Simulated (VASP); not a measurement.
Input of a VASP 6.6.1 run:

Contents of INCAR:

```
ALGO = Normal
EDIFF = 1E-6
ENCUT = 520
GGA = PE
ISIF = 2
ISMEAR = 0
LASPH = True
LCHARG = False
LREAL = False
LWAVE = False
NBANDS = 16
NELM = 60
PREC = Accurate
SIGMA = 0.05
```

The input KPOINTS:

```
k-points
0
Gamma
  6 6 6
```

File POSCAR:

```
CdTe
1.0
    0.0000000000      3.2049986979      3.2049986979
    3.2049986979      0.0000000000      3.2049986979
    3.2049986979      3.2049986979      0.0000000000
Cd Te
1 1
Direct
    0.5000000000      0.5000000000      0.5000000000
    0.0000000000      0.0000000000      0.0000000000
```

Potentials or basis: VASP PAW PBE potentials, release 64 (Cd, Te).

Run with:

```bash
$ cat potpaw_PBE.64/Cd/POTCAR potpaw_PBE.64/Te/POTCAR > POTCAR
$ mpirun -np 1 vasp_std > vasp.out
```

Question: Estimate the pressure.

Answer: -4.3 GPa.

Question: What does it give for the band gap on the k mesh?

Answer: Zero (band 9 reaches 2.64 eV, above the bottom of band 10 at 1.37 eV).

Caveat: spin-orbit coupling is left out, which moves the levels of the heavy elements.
